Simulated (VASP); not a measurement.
Runs of VASP 6.6.1 on KZnI3. The structure is that of space group Pm-3m (No. 221), or close to it. The cells are those of the table. 

```tsv
level	cell	gap on the mesh (eV)	pressure (GPa)
r2SCAN	a = 5.642 Å, 5 atoms	none	0.8
r2SCAN	a = 5.811 Å, 5 atoms	none	(b)
PBE	a = 5.809 Å, 5 atoms	none	-0.5
r2SCAN	a = 5.756 Å, 5 atoms	none	-0.7
PBE	a = 5.752 Å, 5 atoms	none	0.0
PBE	a = 5.699 Å, 5 atoms	none	0.7
PBE	a = 5.864 Å, 5 atoms	none	-1.0
PBE	a = 5.634 Å, 5 atoms	none	(a)
```

Alike in all rows: task single point; potentials or basis VASP PAW PBE potentials, release 64 (K_sv, Zn, I); no spin polarisation; k mesh 4 × 4 × 4; cutoff (eV) 520; smearing fermi-dirac 0.02 eV.

**Question.** Fill in the values left out.

**Answer.** (a) 1.6; (b) -1.2.

Caveats: spin-orbit coupling is left out, which moves the levels of the heavy elements; the PAW data sets were made with another functional, which shifts forces and pressure a little (some runs).

A k mesh can miss the band edges, and the runs leave out spin-orbit coupling on I.

A gap of «none» marks levels without a gap at the run's occupations.
